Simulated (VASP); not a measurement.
# SiNi (P2_13) in VASP: single point with PBEsol

Aim: the single point of SiNi with PBEsol.

All numbers are computed with VASP 6.6.1; they aren't measurements. Logs are shortened: lines on timing, memory, paths and dates and some standing lists are left out, and cuts for length are marked.

### 1 The cell of the first run

The structure is cubic, space group P2_13 (No. 198). The conventional cell has a = 4.468 Å, b = 4.468 Å, c = 4.468 Å, α = 90.00°, β = 90.00°, γ = 90.00°. Si (site symmetry 3) has 7 Ni at 2.34 to 2.42 Å and 6 Si at 2.76 Å within 3.1 Å. Ni (site symmetry 3) has 7 Si at 2.34 to 2.42 Å and 6 Ni at 2.75 Å within 3.1 Å.

### 2 Single point, PBEsol

Input file INCAR:

```
PREC = Accurate
ENCUT = 520
EDIFF = 1E-7
ISMEAR = 0
SIGMA = 0.1
LREAL = False
LASPH = True
NELM = 60
ALGO = Normal
ISIF = 2
LWAVE = False
LCHARG = False
GGA = PS
NBANDS = 38
```

Input file KPOINTS:

```
Automatic mesh
0
Gamma
  8 8 8
```

Input file POSCAR:

```
SiNi
1.0
    4.4679985817      0.0000000000      0.0000000000
    0.0000000000      4.4679985817      0.0000000000
    0.0000000000      0.0000000000      4.4679985817
Si Ni
4 4
Direct
    0.6535260049      0.1535260049      0.3464739951
    0.1535260049      0.3464739951      0.6535260049
    0.3464739951      0.6535260049      0.1535260049
    0.8464739951      0.8464739951      0.8464739951
    0.3509594440      0.8509594440      0.6490405560
    0.8509594440      0.6490405560      0.3509594440
    0.6490405560      0.3509594440      0.8509594440
    0.1490405560      0.1490405560      0.1490405560
```

Potentials or basis: VASP PAW PBE potentials, release 64 (Si, Ni).

The run is started by

```console
cat potpaw_PBE.64/Si/POTCAR potpaw_PBE.64/Ni/POTCAR > POTCAR
mpirun -np 1 vasp_std > vasp.out
```

OUTCAR:

```text
PREC = Accurate
   ENCUT = 520
   EDIFF = 1E-7
   ISMEAR = 0
   LREAL = False
   LASPH = True
   NELM = 60
   ISIF = 2
   GGA = PS

 ion  position               nearest neighbor table
   1  0.654  0.154  0.346-   5 2.34   6 2.38   7 2.38   8 2.38   7 2.42   6 2.42   8 2.42   2 2.76
                             4 2.76   3 2.76   3 2.76   2 2.76   4 2.76
   2  0.154  0.346  0.654-   6 2.34   5 2.38   7 2.38   8 2.38   5 2.42   8 2.42   7 2.42   1 2.76
                             3 2.76   3 2.76   4 2.76   1 2.76   4 2.76
   3  0.346  0.654  0.154-   7 2.34   6 2.38   5 2.38   8 2.38   6 2.42   5 2.42   8 2.42   1 2.76
                             2 2.76   2 2.76   1 2.76   4 2.76   4 2.76
   4  0.846  0.846  0.846-   8 2.34   6 2.38   7 2.38   5 2.38   7 2.42   6 2.42   5 2.42   2 2.76
                             3 2.76   1 2.76   1 2.76   2 2.76   3 2.76
   5  0.351  0.851  0.649-   1 2.34   2 2.38   3 2.38   4 2.38   3 2.42   2 2.42   4 2.42   8 2.75
                             8 2.75   6 2.75   7 2.75   7 2.75   6 2.75
   6  0.851  0.649  0.351-   2 2.34   1 2.38   3 2.38   4 2.38   1 2.42   4 2.42   3 2.42   8 2.75
                             5 2.75   7 2.75   8 2.75   7 2.75   5 2.75
   7  0.649  0.351  0.851-   3 2.34   2 2.38   1 2.38   4 2.38   2 2.42   1 2.42   4 2.42   8 2.75
                             5 2.75   6 2.75   6 2.75   5 2.75   8 2.75
   8  0.149  0.149  0.149-   4 2.34   2 2.38   3 2.38   1 2.38   3 2.42   2 2.42   1 2.42   5 2.75
                             6 2.75   7 2.75   5 2.75   6 2.75   7 2.75

  LATTYP: Found a simple cubic cell.
 ALAT       =     4.4679985817

  Lattice vectors:

 A1 = (   4.4679985817,   0.0000000000,   0.0000000000)
 A2 = (   0.0000000000,   4.4679985817,   0.0000000000)
 A3 = (   0.0000000000,   0.0000000000,   4.4679985817)

Analysis of symmetry for initial positions (statically):
=====================================================================
 Subroutine PRICEL returns:
 Original cell was already a primitive cell.

 Routine SETGRP: Setting up the symmetry group for a
 simple cubic supercell.

 Subroutine GETGRP returns: Found 12 space group operations
 (whereof  3 operations were pure point group operations)
 out of a pool of 48 trial point group operations.

The static configuration has the point symmetry C_3 .
 The point group associated with its full space group is T   .

Analysis of symmetry for dynamics (positions and initial velocities):
=====================================================================
 Subroutine PRICEL returns:
 Original cell was already a primitive cell.

[... 127 lines left out ...]
   ISYM   =      2    0-nonsym 1-usesym 2-fastsym
   POTIM  = 0.5000    time-step for ionic-motion
   TEBEG  =    0.0;   TEEND  =   0.0 temperature during run
   PSTRESS=    0.0 pullay stress
   NELECT =      56.0000    total number of electrons
   NUPDOWN=      -1.0000    fix difference up-down
   EMIN   =  10.00;   EMAX   =-10.00  energy-range for DOS
   EFERMI =   0.00;   METHOD = LEGACY
   ISMEAR =     0;   SIGMA  =   0.10  broadening in eV -4-tet -1-fermi 0-gaus
   EFERMI_NEDOS =   21; number of points for ismear=-14 and -15
   IALGO  =     38    algorithm
   IMIX   =      4    mixing-type and parameters
     AMIX     =   0.40;   BMIX     =  1.00
     AMIX_MAG =   1.60;   BMIX_MAG =  1.00
  volume/ion in A,a.u.               =      11.15        75.24
  Fermi-wavevector in a.u.,A,eV,Ry     =   1.401816  2.649049 26.736663  1.965089
  Thomas-Fermi vector in A             =   2.524640
   LORBIT       =      0    0 simple, 1 ext, 2 COOP (PROOUT), +10 PAW based schemes
   GGA     = PS    functional components
   LHFCALC =     F    Hartree Fock is set to
   AEXX    =    0.0000 exact exchange contribution
   IVDW    =     0    specifies the selected vdW correction
   LEPSILON=     F    determine dielectric tensor
   LRPA    =     F    only Hartree local field effects (RPA)
 non-spin polarized calculation
 Gauss-broadening in eV      SIGMA  =   0.10
  energy-cutoff  :      520.00
  volume of cell :       89.19
 maximum number of plane-waves:      2469
 NGX is ok and might be reduce to    36
   NGX = 17   NGY = 17   NGZ = 17

 number of electron      56.0000011 magnetization

 Free energy of the ion-electron system (eV)
  ---------------------------------------------------
  ext. energy  EPLUGINS =         0.00000000
  ---------------------------------------------------
  free energy    TOTEN  =       -51.58938730 eV

  energy without entropy =      -51.57904262  energy(sigma->0) =      -51.58421496

 E-fermi :  12.2024     XC(G=0): -12.7927

 val. band max:       12.1615677236   @ k =   0.2500   0.2500   0.2500
 cond. band min:      12.2615842891   @ k =   0.2500   0.2500   0.0000
 fundamental gap:      0.1000165655
 Fermi energy:        12.2024270468

 k-point     1 :       0.0000    0.0000    0.0000
  band No.  band energies     occupation
      1      -2.2247      2.00000
      2       3.2749      2.00000
      3       3.2749      2.00000
      4       3.2749      2.00000
      5       5.7676      2.00000
      6       5.7676      2.00000
[... 973 lines left out ...]
     37      16.8034      0.00000
     38      17.8880      0.00000

 [... further k-points ...]

------------------------ aborting loop because EDIFF is reached ----------------------------------------

  FORCE on cell =-STRESS in cart. coord.  units (eV):
  Direction    XX          YY          ZZ          XY          YZ          ZX
  --------------------------------------------------------------------------------------
  -------------------------------------------------------------------------------------
  Total        0.1283998      0.1283998      0.1283998     -0.0000000     -0.0000000      0.0000000
  in kB        2.3064064      2.3064064      2.3064064     -0.0000000     -0.0000000      0.0000000
  external PRESSURE =       2.3064064 kB  Pullay stress =       0.0000000 kB

 VOLUME and BASIS-vectors are now :
 -----------------------------------------------------------------------------
  energy-cutoff  :      520.00
  volume of cell :       89.19
      direct lattice vectors                 reciprocal lattice vectors
     4.467998582  0.000000000  0.000000000     0.223813858  0.000000000  0.000000000
     0.000000000  4.467998582  0.000000000     0.000000000  0.223813858  0.000000000
     0.000000000  0.000000000  4.467998582     0.000000000  0.000000000  0.223813858

 POSITION                                       TOTAL-FORCE (eV/Angst)
 -----------------------------------------------------------------------------------
      2.91995      0.68595      1.54805        -0.000260     -0.000260      0.000260
      0.68595      1.54805      2.91995        -0.000260      0.000260     -0.000260
      1.54805      2.91995      0.68595         0.000260     -0.000260     -0.000260
      3.78204      3.78204      3.78204         0.000260      0.000260      0.000260
      1.56809      3.80209      2.89991        -0.000769     -0.000769      0.000769
      3.80209      2.89991      1.56809        -0.000769      0.000769     -0.000769
      2.89991      1.56809      3.80209         0.000769     -0.000769     -0.000769
      0.66591      0.66591      0.66591         0.000769      0.000769      0.000769
 -----------------------------------------------------------------------------------
    total drift:                                0.000000      0.000000     -0.000000

  FREE ENERGIE OF THE ION-ELECTRON SYSTEM (eV)
  ---------------------------------------------------
  free  energy   TOTEN  =       -51.5893872962 eV

  energy  without entropy=      -51.5790426164  energy(sigma->0) =      -51.58421496
```

stdout:

```text
POSCAR found type information on POSCAR SiNi
 POSCAR found :  2 types and       8 ions
 scaLAPACK will be used
 -----------------------------------------------------------------------------
|                                                                             |
|                                                                             |
|     You enforced a specific xc type in the INCAR file but a different       |
|     I HOPE YOU KNOW WHAT YOU ARE DOING!                                     |
|                                                                             |
 -----------------------------------------------------------------------------

 LDA part: xc-table for (Slater+PW92), standard interpolation
 POSCAR, INCAR and KPOINTS ok, starting setup
 FFT: planning ... GRIDC
 FFT: planning ... GRID_SOFT
 FFT: planning ... GRID
 WAVECAR not read
 entering main loop
```

Run time: 3.2 min. Hardware: 1 thread of AMD EPYC 7R13 (Zen 3), shared host; peak memory 0.23 GiB.

What came out:

* Free energy: -51.5894 eV
* Pressure: 0.2 GPa
* Band gap on the k mesh: zero (bands 28 and 29 overlap by 1.23 eV)

Caveat: the PAW data sets were made with another functional, which shifts forces and pressure a little. Spin polarisation is off, so any magnetic state and its effect on volume and gap are missing.

The gap in the log of VASP goes by the Fermi energy; the results here count the filled bands.